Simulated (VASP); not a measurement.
# SnTe (wurtzite type) (P6_3mc) in VASP: relaxation of cell and atoms with PBE

Aim: the relaxation of cell and atoms of SnTe (wurtzite type) with PBE.

All numbers are computed with VASP 6.6.1; they aren't measurements. Logs are shortened: lines on timing, memory, paths and dates and some standing lists are left out, and cuts for length are marked.

## (1) The cell of the first run

The structure is hexagonal, space group P6_3mc (No. 186). The conventional cell has a = 3.958 Å, b = 3.958 Å, c = 6.451 Å, α = 90.00°, β = 90.00°, γ = 120.00°. Sn (site symmetry 3m) has 4 Te at 2.42 to 2.43 Å within 3.2 Å. Within 3.2 Å of Te (site symmetry 3m) lie 4 Sn at 2.42 to 2.43 Å.

## (2) Relaxation of cell and atoms, PBE, target pressure 55 GPa, at which the enthalpy is minimised

File INCAR:

```
SYSTEM = SnTe
  PREC = Accurate
  ENCUT = 600
  EDIFF = 1E-6
  ISMEAR = -1
  SIGMA = 0.08
  LREAL = .False.
  LASPH = .True.
  NELM = 100
  ALGO = Normal
  ISIF = 3
  LWAVE = .False.
  LCHARG = .False.
  GGA = PE
  IBRION = 2
  NSW = 60
  EDIFFG = -0.005
  PSTRESS = 550.0
```

File KPOINTS:

```
regular mesh
0
Gamma
  10 10 5
  0 0 0
```

File POSCAR:

```
SnTe
1.0
    3.9577044948      0.0000000000      0.0000000000
   -1.9788522474      3.4274726332      0.0000000000
    0.0000000000      0.0000000000      6.4510583265
Sn Te
2 2
Direct
    0.3333333333      0.6666666667      0.0000000000
    0.6666666667      0.3333333333      0.5000000000
    0.3333333333      0.6666666667      0.3760000000
    0.6666666667      0.3333333333      0.8760000000
```

Potentials or basis: VASP PAW PBE potentials, release 64 (Sn_d, Te).

On the command line:

```sh
> cat potpaw_PBE.64/Sn_d/POTCAR potpaw_PBE.64/Te/POTCAR > POTCAR
> mpirun -np 1 vasp_std > vasp.out
```

OUTCAR:

```text
SYSTEM = SnTe
   PREC = Accurate
   ENCUT = 600
   EDIFF = 1E-6
   ISMEAR = -1
   LREAL = .False.
   LASPH = .True.
   NELM = 100
   ISIF = 3
   GGA = PE
   IBRION = 2
   NSW = 60
   EDIFFG = -0.005
   PSTRESS = 550.0

 ion  position               nearest neighbor table
   1  0.333  0.667  0.000-   4 2.42   4 2.42   4 2.42   3 2.43
   2  0.667  0.333  0.500-   3 2.42   3 2.42   3 2.42   4 2.43
   3  0.333  0.667  0.376-   2 2.42   2 2.42   2 2.42   1 2.43
   4  0.667  0.333  0.876-   1 2.42   1 2.42   1 2.42   2 2.43

  LATTYP: Found a hexagonal cell.
 ALAT       =     3.9577044948
 C/A-ratio  =     1.6300000000

  Lattice vectors:

 A1 = (   3.9577044948,   0.0000000000,   0.0000000000)
 A2 = (  -1.9788522474,   3.4274726332,   0.0000000000)
 A3 = (   0.0000000000,   0.0000000000,   6.4510583265)

Analysis of symmetry for initial positions (statically):
=====================================================================
 Subroutine PRICEL returns:
 Original cell was already a primitive cell.

 Routine SETGRP: Setting up the symmetry group for a
 hexagonal supercell.

 Subroutine GETGRP returns: Found 12 space group operations
 (whereof  6 operations were pure point group operations)
 out of a pool of 24 trial point group operations.

The static configuration has the point symmetry C_3v.
 The point group associated with its full space group is C_6v.

Analysis of symmetry for dynamics (positions and initial velocities):
=====================================================================
 Subroutine PRICEL returns:
 Original cell was already a primitive cell.

 Routine SETGRP: Setting up the symmetry group for a
 hexagonal supercell.

 Subroutine GETGRP returns: Found 12 space group operations
 (whereof  6 operations were pure point group operations)
 out of a pool of 24 trial point group operations.

The dynamic configuration has the point symmetry C_3v.
 The point group associated with its full space group is C_6v.

 Subroutine INISYM returns: Found 12 space group operations
 (whereof  6 operations are pure point group operations),
 and found     1 'primitive' translations

----------------------------------------------------------------------------------------

                                     Primitive cell

  volume of cell :      87.5081

  direct lattice vectors                    reciprocal lattice vectors
     3.957704495  0.000000000  0.000000000     0.252671720  0.145880085  0.000000000
    -1.978852247  3.427472633  0.000000000     0.000000000  0.291760171  0.000000000
     0.000000000  0.000000000  6.451058327     0.000000000  0.000000000  0.155013325

  length of vectors
     3.957704495  3.957704495  6.451058327     0.291760171  0.291760171  0.155013325

  position of ions in fractional coordinates (direct lattice)
     0.333333333  0.666666667  0.000000000
     0.666666667  0.333333333  0.500000000
     0.333333333  0.666666667  0.376000000
     0.666666667  0.333333333  0.876000000

  ion indices of the primitive-cell ions
   primitive index   ion index
                 1           1
                 2           2
                 3           3
                 4           4

----------------------------------------------------------------------------------------

 KPOINTS: regular mesh

Automatic generation of k-mesh.
 Grid dimensions read from file:
 generate k-points for:   10   10    5

 Generating k-lattice:

  Cartesian coordinates                     Fractional coordinates (reciprocal lattice)
     0.025267172  0.014588009  0.000000000     0.100000000 -0.000000000  0.000000000
     0.000000000  0.029176017  0.000000000     0.000000000  0.100000000  0.000000000
     0.000000000  0.000000000  0.031002665     0.000000000  0.000000000  0.200000000

  Length of vectors
     0.029176017  0.029176017  0.031002665

  Shift w.r.t. Gamma in fractional coordinates (k-lattice)
     0.000000000  0.000000000  0.000000000

 Subroutine IBZKPT returns following result:
 ===========================================

 Found     42 irreducible k-points:

 Following reciprocal coordinates:
            Coordinates               Weight
  0.000000  0.000000  0.000000      1.000000
  0.100000  0.000000  0.000000      6.000000
  0.200000  0.000000  0.000000      6.000000
  0.300000  0.000000  0.000000      6.000000
  0.400000 -0.000000  0.000000      6.000000
  0.500000 -0.000000  0.000000      3.000000
[... 16 lines left out ...]
  0.300000  0.100000  0.200000     24.000000
  0.400000  0.100000  0.200000     24.000000
 [... further k-points ...]
   k-points           NKPTS =     42   k-points in BZ     NKDIM =     42   number of bands    NBANDS=     24
   number of dos      NEDOS =    301   number of ions     NIONS =      4
   total plane-waves  NPLWV =  55296
   dimension x,y,z NGX =    32 NGY =   32 NGZ =   54
   dimension x,y,z NGXF=    64 NGYF=   64 NGZF=  108
   ions per type =               2   2
   NGX,Y,Z   is equivalent  to a cutoff of  13.44, 13.44, 13.92 a.u.
   NGXF,Y,Z  is equivalent  to a cutoff of  26.88, 26.88, 27.83 a.u.
 SYSTEM =  SnTe
   PREC   = accura    normal or accurate (medium, high low for compatibility)
   ISTART =      0    job   : 0-new  1-cont  2-samecut
   ICHARG =      2    charge: 1-file 2-atom 10-const
   ISPIN  =      1    spin polarized calculation?
   LNONCOLLINEAR =      F non collinear calculations
   LSORBIT =      F    spin-orbit coupling
   LASPH  =      T    aspherical Exc in radial PAW
   ENCUT  =  600.0 eV  44.10 Ry    6.64 a.u.   7.90  7.90 12.88*2*pi/ulx,y,z
   NELM   =    100;   NELMIN=  2; NELMDL= -5     # of ELM steps
   EDIFF  = 0.1E-05   stopping-criterion for ELM
   LREAL  =      F    real-space projection
   EDIFFG = -.5E-02   stopping-criterion for IOM
   NSW    =     60    number of steps for IOM
   IBRION =      2    ionic relax: 0-MD 1-quasi-New 2-CG
   NFREE  =      1    steps in history (QN), initial steepest desc. (CG)
   ISIF   =      3    stress and relaxation
   ISYM   =      2    0-nonsym 1-usesym 2-fastsym
   POTIM  = 0.5000    time-step for ionic-motion
   TEBEG  =    0.0;   TEEND  =   0.0 temperature during run
   PSTRESS=  550.0 pullay stress
   NELECT =      40.0000    total number of electrons
   NUPDOWN=      -1.0000    fix difference up-down
   EMIN   =  10.00;   EMAX   =-10.00  energy-range for DOS
   EFERMI =   0.00;   METHOD = LEGACY
   ISMEAR =    -1;   SIGMA  =   0.08  broadening in eV -4-tet -1-fermi 0-gaus
   EFERMI_NEDOS =   21; number of points for ismear=-14 and -15
   IALGO  =     38    algorithm
   IMIX   =      4    mixing-type and parameters
     AMIX     =   0.40;   BMIX     =  1.00
     AMIX_MAG =   1.60;   BMIX_MAG =  1.00
  volume/ion in A,a.u.               =      21.88       147.63
  Fermi-wavevector in a.u.,A,eV,Ry     =   1.261088  2.383111 21.637929  1.590343
  Thomas-Fermi vector in A             =   2.394565
   LORBIT       =      0    0 simple, 1 ext, 2 COOP (PROOUT), +10 PAW based schemes
   GGA     = PE    functional components
   LHFCALC =     F    Hartree Fock is set to
   AEXX    =    0.0000 exact exchange contribution
   IVDW    =     0    specifies the selected vdW correction
   LEPSILON=     F    determine dielectric tensor
   LRPA    =     F    only Hartree local field effects (RPA)
 conjugate gradient relaxation of ions
 non-spin polarized calculation
  energy-cutoff  :      600.00
  volume of cell :       87.51
 maximum number of plane-waves:      2937
 NGX is ok and might be reduce to    32
   NGX = 15   NGY = 15   NGZ = 25

--------------------------------------- Ionic step        1  -------------------------------------------

 number of electron      40.0000001 magnetization

 Free energy of the ion-electron system (eV)
  ---------------------------------------------------
  ext. energy  EPLUGINS =         0.00000000
  ---------------------------------------------------
  free energy    TOTEN  =        -0.98054133 eV

  energy without entropy =       -0.93474132  energy(sigma->0) =       -0.95764133

------------------------ aborting loop because EDIFF is reached ----------------------------------------

  FORCE on cell =-STRESS in cart. coord.  units (eV):
  Direction    XX          YY          ZZ          XY          YZ          ZX
  --------------------------------------------------------------------------------------
  -------------------------------------------------------------------------------------
  Total       45.3568859     45.3568859     44.0811916      0.0000000      0.0000000      0.0000000
  in kB      830.4346899    830.4346899    807.0781306      0.0000000      0.0000000      0.0000000
  external PRESSURE =     272.6491701 kB  Pullay stress =     550.0000000 kB
[... 27 lines left out ...]
--------------------------------------- Ionic step        2  -------------------------------------------

 number of electron      39.9999981 magnetization

 E-fermi :   6.2213     XC(G=0):  -8.6141

 val. band max:        6.1389641215   @ k =   0.3000   0.3000   0.0000
 cond. band min:       6.3126447960   @ k =   0.3000   0.3000   0.0000
 fundamental gap:      0.1736806746
 Fermi energy:         6.2213295414

 k-point     1 :       0.0000    0.0000    0.0000
  band No.  band energies     occupation
      1     -16.1313      2.00000
      2     -16.1237      2.00000
      3     -16.1138      2.00000
      4     -16.1138      2.00000
      5     -16.1098      2.00000
      6     -16.1098      2.00000
[... 637 lines left out ...]
     23       7.5581      0.00000
     24       8.6010      0.00000

 [... further k-points ...]
[... 5 lines left out ...]
  --------------------------------------------------------------------------------------
  -------------------------------------------------------------------------------------
  Total        9.5694187      9.5694187      9.6440986      0.0000000      0.0000000      0.0000000
  in kB      106.7493195    106.7493195    107.5823933      0.0000000      0.0000000      0.0000000
  external PRESSURE =    -442.9729892 kB  Pullay stress =     550.0000000 kB
[... 63 lines left out ...]
  energy  without entropy=       -6.1337971677  energy(sigma->0) =       -6.15793330

  enthalpy is  TOTEN    =        28.2507692306 eV   P V=       34.4328386618

[... ionic steps 4 to 57 ...]

--------------------------------------- Ionic step       58  -------------------------------------------

 number of electron      39.9999941 magnetization

------------------------ aborting loop because EDIFF is reached ----------------------------------------
[... 75 lines left out ...]
--------------------------------------- Ionic step       60  -------------------------------------------

 number of electron      39.9999939 magnetization

 Free energy of the ion-electron system (eV)
  ---------------------------------------------------
  ext. energy  EPLUGINS =         0.00000000
  ---------------------------------------------------
  free energy    TOTEN  =        -8.84079023 eV

  energy without entropy =       -8.81340818  energy(sigma->0) =       -8.82709920

 E-fermi :  13.7589     XC(G=0): -11.9738

 val. band max:       13.6634876939   @ k =   0.2000   0.0000   0.0000
 cond. band min:      13.7698527313   @ k =   0.3000   0.1000   0.4000
 fundamental gap:      0.1063650375
 Fermi energy:        13.7588503652

 k-point     1 :       0.0000    0.0000    0.0000
  band No.  band energies     occupation
      1      -8.4408      2.00000
      2      -8.4173      2.00000
      3      -8.2586      2.00000
      4      -8.2586      2.00000
      5      -8.2585      2.00000
      6      -8.2585      2.00000
[... 637 lines left out ...]
     23      16.0191      0.00000
     24      16.7543      0.00000

 [... further k-points ...]
[... 5 lines left out ...]
  --------------------------------------------------------------------------------------
  -------------------------------------------------------------------------------------
  Total       26.3625584     26.3625597     26.3688425      0.0000000      0.0000000     -0.0000000
  in kB      550.2519254    550.2519525    550.3830914      0.0000000      0.0000000     -0.0000000
  external PRESSURE =       0.2956565 kB  Pullay stress =     550.0000000 kB
[... 23 lines left out ...]
  energy  without entropy=       -8.8134081770  energy(sigma->0) =       -8.82709920

  enthalpy is  TOTEN    =        17.5096983927 eV   P V=       26.3504886203

 reached required accuracy - stopping structural energy minimisation
```

Wall time 72 min (1 thread of Intel Xeon 8259CL, shared host); peak memory 0.31 GiB.

What came out:

* Free energy: -8.8408 eV
* Relaxed volume: 19.19 Å³/atom
* Relaxed cell: a = 2.909 Å, b = 2.909 Å, c = 10.475 Å, α = 90.00°, β = 90.00°, γ = 120.00°
* Space group after relaxing (to 0.1 Å): P6_3mc (No. 186)
* Energy change on relaxing (the run minimises the enthalpy): -1965.1 meV/atom
* Ionic steps: 60
* Pressure after relaxing: 55.0 GPa

Step by step:
| step | energy change (eV) | largest force (eV/Å) | pressure (GPa) | volume (Å³) |
| --- | --- | --- | --- | --- |
| 1 | 0.0000 | 0.2151 | 82.26 | 87.51 |
| 3 | -5.2015 | 0.0041 | 50.88 | 100.30 |
| 5 | -4.4794 | 0.0255 | 55.14 | 98.12 |
| 7 | -4.4837 | 0.0577 | 55.09 | 98.13 |
| 9 | -4.5219 | 0.1831 | 54.99 | 98.15 |
| 11 | -4.9247 | 0.1862 | 53.65 | 98.08 |
| 13 | -6.3876 | 8.1524 | 45.35 | 95.16 |
| 15 | -6.5769 | 7.1801 | 45.16 | 95.54 |
| 17 | -6.5769 | 7.1806 | 45.16 | 95.54 |
| 19 | -6.5769 | 7.1816 | 45.16 | 95.54 |
| 21 | -6.5770 | 7.1852 | 45.16 | 95.54 |
| 23 | -6.5773 | 7.1958 | 45.15 | 95.54 |
| 25 | -6.5783 | 7.2426 | 45.08 | 95.55 |
| 27 | -6.5788 | 7.2720 | 45.04 | 95.55 |
| 29 | -6.5794 | 7.2710 | 45.04 | 95.55 |
| 31 | -6.5822 | 7.2661 | 45.03 | 95.54 |
| 33 | -6.5932 | 7.2463 | 44.99 | 95.53 |
| 35 | -6.6368 | 7.1679 | 44.82 | 95.49 |
| 37 | -6.8059 | 6.8613 | 44.14 | 95.33 |
| 39 | -7.3974 | 5.7325 | 41.71 | 94.64 |
| 41 | -8.7965 | 2.3104 | 35.76 | 91.43 |
| 43 | -4.6019 | 2.9064 | 79.17 | 72.75 |
| 45 | -7.8002 | 2.5845 | 52.89 | 78.26 |
| 47 | -7.4982 | 2.0176 | 56.50 | 76.97 |
| 49 | -8.1098 | 0.4849 | 52.29 | 77.56 |
| 51 | -8.1452 | 0.2140 | 52.02 | 77.64 |
| 53 | -7.8045 | 0.0469 | 55.53 | 76.61 |
| 55 | -7.8522 | 0.0351 | 55.09 | 76.74 |
| 57 | -7.8511 | 0.0352 | 55.09 | 76.73 |
| 59 | -7.8709 | 0.0096 | 54.91 | 76.79 |
| 60 | -7.8602 | 0.0003 | 55.03 | 76.76 |

Final structure:
```xyz
4
Lattice="2.9089 0.0000 0.0000 -1.4545 2.5192 0.0000 0.0000 0.0000 10.4746" Properties=species:S:1:pos:R:3 pbc="T T T"
Sn    0.0000    1.6795    0.6235
Sn    1.4545    0.8397    5.8608
Te    0.0000    1.6795    3.3149
Te    1.4545    0.8397    8.5522
```

Caveat: the cell is relaxed towards a set pressure, so the run minimises the enthalpy, not the energy; the bands computed are all filled at some k points, so no gap is given; a cell axis changed by over 15 % at a fixed basis, so the end point is rough; spin-orbit coupling is left out, which moves the levels of the heavy elements.
